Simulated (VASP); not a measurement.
# NaCl (Pm-3m) in VASP: further runs, part 2 of 2

VASP 6.6.1.

## (3) Single point, PBE-based screened hybrid

POSCAR

```
NaCl
1.0
    3.4595458649      0.0000000000      0.0000000000
    0.0000000000      3.4595458649      0.0000000000
    0.0000000000      0.0000000000      3.4595458649
Na Cl
1 1
Direct
    0.0000000000      0.0000000000      0.0000000000
    0.5000000000      0.5000000000      0.5000000000
```

INCAR.step1

```
SYSTEM = NaCl
PREC = Accurate
ENCUT = 520
EDIFF = 1E-5
ISMEAR = 0
SIGMA = 0.01
LREAL = .False.
LASPH = .True.
NELM = 100
ALGO = Normal
ISIF = 2
LWAVE = .True.
GGA = PE
NBANDS = 14
```

INCAR.step2

```
SYSTEM = NaCl
PREC = Accurate
ENCUT = 520
EDIFF = 1E-6
ISMEAR = 0
SIGMA = 0.01
LREAL = .False.
LASPH = .True.
NELM = 100
ALGO = Normal
ISIF = 2
LWAVE = .False.
LCHARG = .True.
GGA = PE
LHFCALC = .True.
AEXX = 0.1
HFSCREEN = 0.3
PRECFOCK = Normal
LELF = .True.
LVHAR = .True.
ISTART = 1
NBANDS = 14
```

KPOINTS

```
regular mesh
0
Gamma
  4 4 4
  0 0 0
```

Potentials or basis: VASP PAW PBE potentials, release 64 (Na_pv, Cl).

The run is started by

```bash
> cat potpaw_PBE.64/Na_pv/POTCAR potpaw_PBE.64/Cl/POTCAR > POTCAR
> cp INCAR.step1 INCAR
> mpirun -np 1 vasp_std > vasp.out
> cp INCAR.step2 INCAR
> mpirun -np 1 vasp_std > vasp.out
```

OUTCAR:

```text
SYSTEM = NaCl
   PREC = Accurate
   ENCUT = 520
   EDIFF = 1E-6
   ISMEAR = 0
   LREAL = .False.
   LASPH = .True.
   NELM = 100
   ISIF = 2
   GGA = PE
   LHFCALC = .True.
   AEXX = 0.1
   HFSCREEN = 0.3
   PRECFOCK = Normal
   ISTART = 1

 ion  position               nearest neighbor table
   1  0.000  0.000  0.000-
   2  0.500  0.500  0.500-

  LATTYP: Found a simple cubic cell.
 ALAT       =     3.4595458649

  Lattice vectors:

 A1 = (   3.4595458649,   0.0000000000,   0.0000000000)
 A2 = (   0.0000000000,   3.4595458649,   0.0000000000)
 A3 = (   0.0000000000,   0.0000000000,   3.4595458649)

Analysis of symmetry for initial positions (statically):
=====================================================================
 Subroutine PRICEL returns:
 Original cell was already a primitive cell.

 Routine SETGRP: Setting up the symmetry group for a
 simple cubic supercell.

 Subroutine GETGRP returns: Found 48 space group operations
 (whereof 48 operations were pure point group operations)
 out of a pool of 48 trial point group operations.

The static configuration has the point symmetry O_h .

Analysis of symmetry for dynamics (positions and initial velocities):
=====================================================================
 Subroutine PRICEL returns:
 Original cell was already a primitive cell.

 Routine SETGRP: Setting up the symmetry group for a
 simple cubic supercell.

 Subroutine GETGRP returns: Found 48 space group operations
 (whereof 48 operations were pure point group operations)
 out of a pool of 48 trial point group operations.

The dynamic configuration has the point symmetry O_h .

 Subroutine INISYM returns: Found 48 space group operations
 (whereof 48 operations are pure point group operations),
 and found     1 'primitive' translations

----------------------------------------------------------------------------------------

                                     Primitive cell

  volume of cell :      41.4054

  direct lattice vectors                    reciprocal lattice vectors
     3.459545865  0.000000000  0.000000000     0.289055280  0.000000000  0.000000000
     0.000000000  3.459545865  0.000000000     0.000000000  0.289055280  0.000000000
     0.000000000  0.000000000  3.459545865     0.000000000  0.000000000  0.289055280

  length of vectors
     3.459545865  3.459545865  3.459545865     0.289055280  0.289055280  0.289055280

  position of ions in fractional coordinates (direct lattice)
     0.000000000  0.000000000  0.000000000
     0.500000000  0.500000000  0.500000000

  ion indices of the primitive-cell ions
   primitive index   ion index
                 1           1
                 2           2

----------------------------------------------------------------------------------------

 KPOINTS: regular mesh

Automatic generation of k-mesh.
 Grid dimensions read from file:
 generate k-points for:    4    4    4
[... 33 lines left out ...]
   total plane-waves  NPLWV =  21952
   dimension x,y,z NGX =    28 NGY =   28 NGZ =   28
   dimension x,y,z NGXF=    56 NGYF=   56 NGZF=   56
   ions per type =               1   1
   NGX,Y,Z   is equivalent  to a cutoff of  13.46, 13.46, 13.46 a.u.
   NGXF,Y,Z  is equivalent  to a cutoff of  26.91, 26.91, 26.91 a.u.
 SYSTEM =  NaCl
   PREC   = accura    normal or accurate (medium, high low for compatibility)
   ISTART =      1    job   : 0-new  1-cont  2-samecut
   ICHARG =      0    charge: 1-file 2-atom 10-const
   ISPIN  =      1    spin polarized calculation?
   LNONCOLLINEAR =      F non collinear calculations
   LSORBIT =      F    spin-orbit coupling
   LASPH  =      T    aspherical Exc in radial PAW
   ENCUT  =  520.0 eV  38.22 Ry    6.18 a.u.   6.43  6.43  6.43*2*pi/ulx,y,z
   NELM   =    100;   NELMIN=  2; NELMDL=  0     # of ELM steps
   EDIFF  = 0.1E-05   stopping-criterion for ELM
   LREAL  =      F    real-space projection
   EDIFFG = 0.1E-04   stopping-criterion for IOM
   NSW    =      0    number of steps for IOM
   IBRION =     -1    ionic relax: 0-MD 1-quasi-New 2-CG
   NFREE  =      0    steps in history (QN), initial steepest desc. (CG)
   ISIF   =      2    stress and relaxation
   ISYM   =      3    0-nonsym 1-usesym 2-fastsym
   POTIM  = 0.5000    time-step for ionic-motion
   TEBEG  =    0.0;   TEEND  =   0.0 temperature during run
   PSTRESS=    0.0 pullay stress
   NELECT =      14.0000    total number of electrons
   NUPDOWN=      -1.0000    fix difference up-down
   EMIN   =  10.00;   EMAX   =-10.00  energy-range for DOS
   EFERMI =   0.00;   METHOD = LEGACY
   ISMEAR =     0;   SIGMA  =   0.01  broadening in eV -4-tet -1-fermi 0-gaus
   EFERMI_NEDOS =   21; number of points for ismear=-14 and -15
   IALGO  =     38    algorithm
   IMIX   =      1    mixing-type and parameters
     AMIX     =   0.40;   BMIX     =  1.00
     AMIX_MAG =   1.60;   BMIX_MAG =  1.00
  volume/ion in A,a.u.               =      20.70       139.71
  Fermi-wavevector in a.u.,A,eV,Ry     =   1.140508  2.155248 17.697900  1.300759
  Thomas-Fermi vector in A             =   2.277210
   LORBIT       =      0    0 simple, 1 ext, 2 COOP (PROOUT), +10 PAW based schemes
   GGA     = PE    functional components
   LHFCALC =     T    Hartree Fock is set to
   PRECFOCK=normal    Normal, Fast or Accurate (Low or Medium for compatibility)
   ENCUT4O =  -1.0   cutoff for four orbital integrals eV
   NKREDX  =     1    reduce k-point grid by
   NKREDY  =     1    reduce k-point grid by
   NKREDZ  =     1    reduce k-point grid by
   AEXX    =    0.1000 exact exchange contribution
   HFSCREEN=    0.3000 screening length (either q_TF or 0.3 A-1)
   HFSCREENC=   0.3000 screening length for correlation (either q_TF or 0.3 A-1)
   ENCUTFOCK=  -1.0 apply spherical cutoff to Coloumb kernel
   IVDW    =     0    specifies the selected vdW correction
   LEPSILON=     F    determine dielectric tensor
   LRPA    =     F    only Hartree local field effects (RPA)
 non-spin polarized calculation
 Gauss-broadening in eV      SIGMA  =   0.01
  energy-cutoff  :      520.00
  volume of cell :       41.41
 maximum number of plane-waves:      1141
 NGX is ok and might be reduce to    28
  NGX = 20; NGY = 20; NGZ = 20

 number of electron      13.9999999 magnetization

 Free energy of the ion-electron system (eV)
  ---------------------------------------------------
  ext. energy  EPLUGINS =         0.00000000
  ---------------------------------------------------
  free energy    TOTEN  =        -6.81456195 eV

  energy without entropy =       -6.81456195  energy(sigma->0) =       -6.81456195

 E-fermi :   0.4287     XC(G=0):  -8.0634

 val. band max:        0.3832951227   @ k =   0.5000   0.5000   0.0000
 cond. band min:       4.9101023557   @ k =   0.0000   0.0000   0.0000
 fundamental gap:      4.5268072331
 Fermi energy:         0.4287415031

 k-point     1 :       0.0000    0.0000    0.0000
  band No.  band energies     occupation
      1     -22.5118      2.00000
      2     -22.5118      2.00000
      3     -22.5118      2.00000
      4     -13.6097      2.00000
      5      -0.1543      2.00000
      6      -0.1543      2.00000
      7      -0.1543      2.00000
      8       4.9101      0.00000
      9       9.3534      0.00000
     10       9.3534      0.00000
     11      16.9920      0.00000
     12      17.0174      0.00000
     13      17.0189      0.00000
     14      17.0199      0.00000
[... 139 lines left out ...]
      1     -22.5406      2.00000
      2     -22.5406      2.00000
      3     -22.5406      2.00000
      4     -12.5942      2.00000
      5      -1.6331      2.00000
      6      -1.6331      2.00000
      7      -1.6331      2.00000
      8       7.9232      0.00000
      9       7.9232      0.00000
     10       7.9232      0.00000
     11      12.8563      0.00000
     12      17.2232      0.00000
     13      17.2232      0.00000
     14      17.2232      0.00000

------------------------ aborting loop because EDIFF is reached ----------------------------------------

  FORCE on cell =-STRESS in cart. coord.  units (eV):
  Direction    XX          YY          ZZ          XY          YZ          ZX
  --------------------------------------------------------------------------------------
  -------------------------------------------------------------------------------------
  Total        0.2695100      0.2695100      0.2695100      0.0000000     -0.0000000      0.0000000
  in kB       10.4286526     10.4286526     10.4286526      0.0000000     -0.0000000      0.0000000
  external PRESSURE =      10.4286526 kB  Pullay stress =       0.0000000 kB

 VOLUME and BASIS-vectors are now :
 -----------------------------------------------------------------------------
  energy-cutoff  :      520.00
  volume of cell :       41.41
      direct lattice vectors                 reciprocal lattice vectors
     3.459545865  0.000000000  0.000000000     0.289055280  0.000000000  0.000000000
     0.000000000  3.459545865  0.000000000     0.000000000  0.289055280  0.000000000
     0.000000000  0.000000000  3.459545865     0.000000000  0.000000000  0.289055280

 POSITION                                       TOTAL-FORCE (eV/Angst)
 -----------------------------------------------------------------------------------
      0.00000      0.00000      0.00000         0.000000      0.000000      0.000000
      1.72977      1.72977      1.72977         0.000000      0.000000      0.000000
 -----------------------------------------------------------------------------------
    total drift:                                0.000003      0.000000      0.000002

  FREE ENERGIE OF THE ION-ELECTRON SYSTEM (eV)
  ---------------------------------------------------
  free  energy   TOTEN  =        -6.8145619523 eV

  energy  without entropy=       -6.8145619523  energy(sigma->0) =       -6.81456195
```

It took 2.4 min on 1 thread of Intel Xeon Platinum 8259CL at 2.50GHz (Skylake/Cascade Lake), shared host; peak memory 0.25 GiB.

What came out:

- Free energy: -6.8146 eV
- Pressure: 1.0 GPa
- Band gap on the k mesh: 4.53 eV, indirect (least direct gap 5.06 eV)

Caveat: the k points lie up to 0.45 Å⁻¹ apart; the PAW data sets were made with another functional, which shifts forces and pressure a little.

## (4) Single point, PBE-based screened hybrid

POSCAR is that of step 3.

INCAR.step1

```
SYSTEM = NaCl
ALGO = Normal
EDIFF = 1E-5
ENCUT = 520
GGA = PE
ISIF = 2
ISMEAR = 0
LASPH = .TRUE.
LREAL = .FALSE.
LWAVE = .TRUE.
NBANDS = 14
NELM = 60
PREC = Accurate
SIGMA = 0.01
```

INCAR.step2

```
SYSTEM = NaCl
AEXX = 0.3
ALGO = Normal
EDIFF = 1E-6
ENCUT = 520
GGA = PE
HFSCREEN = 0.2078
ISIF = 2
ISMEAR = 0
ISTART = 1
LASPH = .TRUE.
LCHARG = .TRUE.
LELF = .TRUE.
LHFCALC = .TRUE.
LREAL = .FALSE.
LVHAR = .TRUE.
LWAVE = .FALSE.
NBANDS = 14
NELM = 60
PREC = Accurate
PRECFOCK = Normal
SIGMA = 0.01
```

KPOINTS

```
k-points
0
G
  4 4 4
  0 0 0
```

The run is started by

```bash
> cat potpaw_PBE.64/Na_pv/POTCAR potpaw_PBE.64/Cl/POTCAR > POTCAR
> cp INCAR.step1 INCAR
> mpirun -np 1 vasp_std > vasp.out
> cp INCAR.step2 INCAR
> mpirun -np 1 vasp_std > vasp.out
```

It took 3.1 min on 1 thread of Intel Xeon Platinum 8259CL at 2.50GHz (Skylake/Cascade Lake), shared host; peak memory 0.24 GiB.

Results (log left out):

```
Free energy            : -7.7727 eV
Pressure               : 0.5 GPa
Band gap on the k mesh : 5.69 eV, indirect (least direct gap 6.27 eV)
```

Levels at points of the mesh, in eV from the valence-band top:
| k point | band 3 | band 4 | band 5 | band 6 | band 7 | band 8 | band 9 | band 10 | band 11 | band 12 |
| --- | --- | --- | --- | --- | --- | --- | --- | --- | --- | --- |
| (0.00, 0.00, 0.00) | -24.63 | -15.02 | -0.57 | -0.57 | -0.57 | 5.69 | 10.16 | 10.16 | 18.11 | 18.18 |
| (0.50, 0.00, 0.00) | -24.62 | -14.59 | -3.35 | -0.30 | -0.30 | 8.68 | 10.67 | 12.24 | 13.80 | 13.80 |
| (0.50, 0.50, 0.00) | -24.62 | -14.26 | -2.61 | -2.61 | 0.00 | 7.10 | 11.72 | 13.15 | 13.15 | 14.56 |
| (0.50, 0.50, 0.50) | -24.65 | -13.93 | -2.15 | -2.15 | -2.15 | 8.71 | 8.71 | 8.71 | 13.90 | 18.40 |

Caveat: the k points lie up to 0.45 Å⁻¹ apart; the PAW data sets were made with another functional, which shifts forces and pressure a little.

## (5) Single point, PBE-based screened hybrid

POSCAR is that of step 4.

INCAR.step1

```
ALGO     = Normal         # electronic algorithm
EDIFF    = 1E-5           # SCF threshold, eV
ENCUT    = 520            # plane-wave cutoff, eV
GGA      = PE             # functional
ISIF     = 2              # what is computed and relaxed
ISMEAR   = 0              # smearing method
LASPH    = True           # aspherical terms in the spheres
LCHARG   = False          # write CHGCAR
LREAL    = False          # projectors in reciprocal space
LWAVE    = True           # write WAVECAR
NBANDS   = 14             # bands
NELM     = 60             # most SCF steps
PREC     = Accurate       # precision mode
SIGMA    = 0.01           # smearing width, eV
```

INCAR.step2

```
AEXX     = 0.1            # exact-exchange fraction
ALGO     = Normal         # electronic algorithm
EDIFF    = 1E-6           # SCF threshold, eV
ENCUT    = 520            # plane-wave cutoff, eV
GGA      = PE             # functional
HFSCREEN = 0.5            # screening, 1/A
ISIF     = 2              # what is computed and relaxed
ISMEAR   = 0              # smearing method
ISTART   = 1            
LASPH    = True           # aspherical terms in the spheres
LCHARG   = False          # write CHGCAR
LHFCALC  = True           # exact exchange
LREAL    = False          # projectors in reciprocal space
LWAVE    = False          # write WAVECAR
NBANDS   = 14             # bands
NELM     = 60             # most SCF steps
PREC     = Accurate       # precision mode
PRECFOCK = Normal       
SIGMA    = 0.01           # smearing width, eV
```

KPOINTS

```
k-points
0
Gamma
  4 4 4
```

Potentials or basis: VASP PAW PBE potentials, release 64 (Na_pv, Cl).

The run is started by

```bash
> cat potpaw_PBE.64/Na_pv/POTCAR potpaw_PBE.64/Cl/POTCAR > POTCAR
> cp INCAR.step1 INCAR
> mpirun -np 1 vasp_std > vasp.out
> cp INCAR.step2 INCAR
> mpirun -np 1 vasp_std > vasp.out
```

OUTCAR:

```text
AEXX = 0.1
   EDIFF = 1E-6
   ENCUT = 520
   GGA = PE
   HFSCREEN = 0.5
   ISIF = 2
   ISMEAR = 0
   ISTART = 1
   LASPH = True
   LHFCALC = True
   LREAL = False
   NELM = 60
   PREC = Accurate
   PRECFOCK = Normal

 ion  position               nearest neighbor table
   1  0.000  0.000  0.000-
   2  0.500  0.500  0.500-

  LATTYP: Found a simple cubic cell.
 ALAT       =     3.4595458649

  Lattice vectors:

 A1 = (   3.4595458649,   0.0000000000,   0.0000000000)
 A2 = (   0.0000000000,   3.4595458649,   0.0000000000)
 A3 = (   0.0000000000,   0.0000000000,   3.4595458649)

Analysis of symmetry for initial positions (statically):
=====================================================================
 Subroutine PRICEL returns:
 Original cell was already a primitive cell.

 Routine SETGRP: Setting up the symmetry group for a
 simple cubic supercell.

 Subroutine GETGRP returns: Found 48 space group operations
 (whereof 48 operations were pure point group operations)
 out of a pool of 48 trial point group operations.
[... 166 lines left out ...]
      1     -22.3548      2.00000
      2     -22.3548      2.00000
      3     -22.3548      2.00000
      4     -13.4430      2.00000
      5      -0.0544      2.00000
      6      -0.0544      2.00000
      7      -0.0544      2.00000
      8       4.8559      0.00000
      9       9.2921      0.00000
     10       9.2921      0.00000
     11      16.8964      0.00000
     12      16.9140      0.00000
     13      16.9150      0.00000
     14      16.9155      0.00000
[... 139 lines left out ...]
      1     -22.3834      2.00000
      2     -22.3834      2.00000
      3     -22.3834      2.00000
      4     -12.4393      2.00000
      5      -1.5193      2.00000
      6      -1.5193      2.00000
      7      -1.5193      2.00000
      8       7.8650      0.00000
      9       7.8650      0.00000
     10       7.8650      0.00000
     11      12.7647      0.00000
     12      17.1250      0.00000
     13      17.1250      0.00000
     14      17.1250      0.00000

------------------------ aborting loop because EDIFF is reached ----------------------------------------

  FORCE on cell =-STRESS in cart. coord.  units (eV):
  Direction    XX          YY          ZZ          XY          YZ          ZX
  --------------------------------------------------------------------------------------
  -------------------------------------------------------------------------------------
  Total        0.2968718      0.2968718      0.2968718      0.0000000     -0.0000000      0.0000000
  in kB       11.4874152     11.4874152     11.4874152      0.0000000     -0.0000000      0.0000000
  external PRESSURE =      11.4874152 kB  Pullay stress =       0.0000000 kB

 VOLUME and BASIS-vectors are now :
 -----------------------------------------------------------------------------
  energy-cutoff  :      520.00
  volume of cell :       41.41
      direct lattice vectors                 reciprocal lattice vectors
     3.459545865  0.000000000  0.000000000     0.289055280  0.000000000  0.000000000
     0.000000000  3.459545865  0.000000000     0.000000000  0.289055280  0.000000000
     0.000000000  0.000000000  3.459545865     0.000000000  0.000000000  0.289055280

 POSITION                                       TOTAL-FORCE (eV/Angst)
 -----------------------------------------------------------------------------------
      0.00000      0.00000      0.00000         0.000000      0.000000      0.000000
      1.72977      1.72977      1.72977         0.000000      0.000000      0.000000
 -----------------------------------------------------------------------------------
    total drift:                                0.000006      0.000007      0.000011

  FREE ENERGIE OF THE ION-ELECTRON SYSTEM (eV)
  ---------------------------------------------------
  free  energy   TOTEN  =        -6.6986280742 eV

  energy  without entropy=       -6.6986280742  energy(sigma->0) =       -6.69862807
```

OUTCAR.step1:

```text
EDIFF = 1E-5
   ENCUT = 520
   GGA = PE
   ISIF = 2
   ISMEAR = 0
[... 375 lines left out ...]
 -----------------------------------------------------------------------------------
      0.00000      0.00000      0.00000         0.000000      0.000000      0.000000
      1.72977      1.72977      1.72977         0.000000      0.000000      0.000000
 -----------------------------------------------------------------------------------
    total drift:                               -0.000000      0.000000      0.000000

  FREE ENERGIE OF THE ION-ELECTRON SYSTEM (eV)
  ---------------------------------------------------
  free  energy   TOTEN  =        -6.4531527776 eV

  energy  without entropy=       -6.4531527776  energy(sigma->0) =       -6.45315278
```

Wall time 2 min (1 thread of Intel Xeon Platinum 8259CL at 2.50GHz (Skylake/Cascade Lake), shared host); peak memory 0.25 GiB.

Results:

```yaml
Free_energy: -6.6986 eV
Pressure: 1.1 GPa
Band_gap_on_the_k_mesh: 4.38 eV, indirect (least direct gap 4.91 eV)
```

Caveat: the k points lie up to 0.45 Å⁻¹ apart; the PAW data sets were made with another functional, which shifts forces and pressure a little.

## (6) The runs side by side

```csv
level,screening parameter,share of exact exchange,gap on the mesh (eV),pressure (GPa)
HSE06,0.2079 1/Å,-,5.42,0.6
PBE-based screened hybrid,0.3 1/Å,0.1,4.53,1.0
PBE-based screened hybrid,0.2078 1/Å,0.3,5.69,0.5
PBE-based screened hybrid,0.5 1/Å,0.1,4.38,1.1
```

Alike in all rows: task single point; potentials or basis VASP PAW PBE potentials, release 64 (Na_pv, Cl); no spin polarisation; cell as given; k mesh 4 × 4 × 4; cutoff (eV) 520; smearing gaussian 0.01 eV.

Caveats: all runs use coarse meshes; the PAW data sets were made with another functional, which shifts forces and pressure a little.

Absolute energies hang on the potentials; compare differences alone.
